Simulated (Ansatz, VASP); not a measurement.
MgO: VASP beside Ansatz

Contents of POSCAR:

```
MgO
1.0
    0.0000000000      2.1021674155      2.1862541121
    2.1021674155      0.0000000000      2.1862541121
    2.1021674155      2.1021674155      0.0000000000
Mg O
1 1
Direct
    0.0000000000      0.0000000000      0.0000000000
    0.5000000000      0.5000000000      0.5000000000
```

INCAR.step1

```
  PREC = Accurate
  ENCUT = 520
  EDIFF = 1E-5
  ISMEAR = 0
  SIGMA = 0.01
  LREAL = False
  LASPH = True
  NELM = 100
  ALGO = Normal
  ISIF = 2
  LWAVE = True
  GGA = PE
  NBANDS = 11
```

INCAR.step2

```
  PREC = Accurate
  ENCUT = 520
  EDIFF = 1E-6
  ISMEAR = 0
  SIGMA = 0.01
  LREAL = False
  LASPH = True
  NELM = 100
  ALGO = Normal
  ISIF = 2
  LWAVE = False
  LCHARG = True
  GGA = PE
  LHFCALC = True
  HFSCREEN = 0.2079
  PRECFOCK = Normal
  LELF = True
  LVHAR = True
  ISTART = 1
  NBANDS = 11
```

File KPOINTS:

```
Automatic mesh
0
Gamma
  8 8 8
```

Input for Ansatz:

```yaml
crystal:
  lattice:
    - [0.0, 2.1021674155, 2.1862541121]
    - [2.1021674155, 0.0, 2.1862541121]
    - [2.1021674155, 2.1021674155, 0.0]
  atoms:
    - { symbol: Mg, position: [0.0, 0.0, 0.0] }
    - { symbol: O, position: [0.5, 0.5, 0.5] }
kpoints:
  mp_grid: { grid: [8, 8, 8] }
  band_path:
    path:
      - [0.0, 0.0, 0.0]
      - [0.5, 0.0, 0.5]
      - [0.625, 0.25, 0.625]
      - [0.375, 0.375, 0.75]
      - [0.5, 0.5, 0.5]
      - [0.5, 0.25, 0.75]
    npoints: 1
hamiltonian:
  xc: hse06
scf:
  occupations: { method: fixed }
  n_extra_bands: 4
output:
  forces: true
  stress: true
  eigenvalues: true
  write_density: true
  write_potential: true
  elf: true
  volumetric_format: npy
```

Change from the starting cell: uniaxial_z strain +4.0%.

Alike in both runs: task single point; functional HSE06; k mesh 8 × 8 × 8; no spin polarisation.

|  | VASP | Ansatz |
| --- | --- | --- |
| version | VASP 6.6.1 | Ansatz 0.2.0 |
| potentials or method | VASP PAW PBE potentials, release 64 (Mg, O) | plane waves, PAW |
| plane-wave cutoff (eV) | 520 | 420 |
| occupations | gaussian, width 0.01 eV | fixed |
| valence electrons in the cell | 8 | 16 |

```csv
,VASP,Ansatz,Ansatz less VASP
gap on the k mesh at the Fermi level (eV),6.01,6.05,+0.047
pressure (GPa),-6.2,-5.9,+0.36
"traceless stress, the component that is largest in VASP (GPa)",-3.97,-3.91,+0.062
```

VASP's potentials hold 8 valence electrons a cell and Ansatz's 16, so a difference there can come from the potentials and not from the codes. Ansatz's warnings: stress exchange threshold loose, stress scf threshold loose.
